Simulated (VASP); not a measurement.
BN, 2 atoms in the cell. It takes space group I-4m2 (No. 119, tetragonal). Conventional cell: a = 2.615 Å, b = 2.615 Å, c = 3.626 Å, α = 90.00°, β = 90.00°, γ = 90.00°. N (site symmetry -4m2) has 4 B at 1.59 Å within 2.1 Å. B (site symmetry -4m2) has 4 N at 1.59 Å within 2.1 Å. 

- Program: VASP 6.6.1
- Task: single point
- Functional: PBEsol
- Potentials or basis: VASP PAW PBE potentials, release 64 (N, B)
- Cutoff: 600 eV
- k mesh: 10 × 10 × 10
- Occupations: fermi-dirac, width 0.05 eV
- Spin: no spin polarisation
- Dipole correction: no
- Further INCAR settings: ALGO = Normal; EDIFF = 1e-06; NBANDS = 11

Potentials or basis: VASP PAW PBE potentials, release 64 (N, B).

Run with:

```console
$ cat potpaw_PBE.64/N/POTCAR potpaw_PBE.64/B/POTCAR > POTCAR
$ mpirun -np 1 vasp_std > vasp.out
```

Hardware: 1 thread of Intel(R) Xeon(R) Platinum 8124M CPU @ 3.00GHz (Skylake/Cascade Lake) (shared host).

Question: How long does it take, and how much memory?

Answer: Wall time 11 s on 1 thread of Intel(R) Xeon(R) Platinum 8124M CPU @ 3.00GHz (Skylake/Cascade Lake), on a shared host, peak memory 0.14 GiB. Counts: scf iterations 12, k points 102.
